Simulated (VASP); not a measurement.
A run of VASP 6.6.1 is set up as follows.

The input INCAR:

```
ALGO = Normal ; EDIFF = 1E-6
ENCUT = 500 ; GGA = CA
GGA_COMPAT = F ; ISIF = 2
ISMEAR = 1 ; LASPH = T
LCHARG = T ; LELF = T
LREAL = F ; LVHAR = T
LWAVE = F ; NBANDS = 14
NELM = 120 ; PREC = Accurate
SIGMA = 0.1
```

Contents of KPOINTS:

```
k-points
0
Gamma
  14 14 14
```

Contents of POSCAR:

```
Rh
1.0
    0.0000000000      1.8978500000      1.8978500000
    1.8978500000      0.0000000000      1.8978500000
    1.8978500000      1.8978500000      0.0000000000
Rh
1
Direct
    0.0000000000      0.0000000000      0.0000000000
```

Potentials or basis: VASP PAW LDA potentials, release 64 (Rh_pv).

Run with:

```sh
$ cat potpaw_LDA.64/Rh_pv/POTCAR > POTCAR
$ mpirun -np 1 vasp_std > vasp.out
```

(1) What does it give for the pressure?

(2) What does it give for the band gap on the k mesh?

Results:

(1) -8.9 GPa.

(2) zero (an odd number of electrons rules out a gap without spin polarisation).

Caveat: the cell stands under tension.
